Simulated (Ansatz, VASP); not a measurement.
## I: VASP beside Ansatz

```xyz
4
Lattice="4.4691 -2.3016 0.0000 4.4691 2.3016 0.0000 0.0000 0.0000 9.8760" Properties=species:S:1:pos:R:3 pbc="T T T"
I     4.4691   -1.5777    1.2050
I     4.4691   -0.7239    6.1430
I     4.4691    1.5777    8.6710
I     4.4691    0.7239    3.7330
```

Alike in both runs: task single point; functional PBE; k mesh 4 × 4 × 2; occupations fermi-dirac, width 0.05 eV; no spin polarisation.

|  | VASP | Ansatz |
| --- | --- | --- |
| version | VASP 6.6.1 | Ansatz 0.2.0 |
| potentials or method | VASP PAW PBE potentials, release 64 (I), cutoff 520 eV | plane waves (420 eV) with PAW, scalar-relativistic |
| valence electrons in the cell | 28 | 68 |

```tsv
	VASP	Ansatz	Ansatz less VASP
pressure (GPa)	0.0	0.0	+0.03
traceless stress, the component that is largest in VASP (GPa)	0.06	0.03	-0.030
```

VASP's potentials hold 28 valence electrons a cell and Ansatz's 68, so a difference there can come from the potentials and not from the codes.

Neither program's run includes spin-orbit coupling.
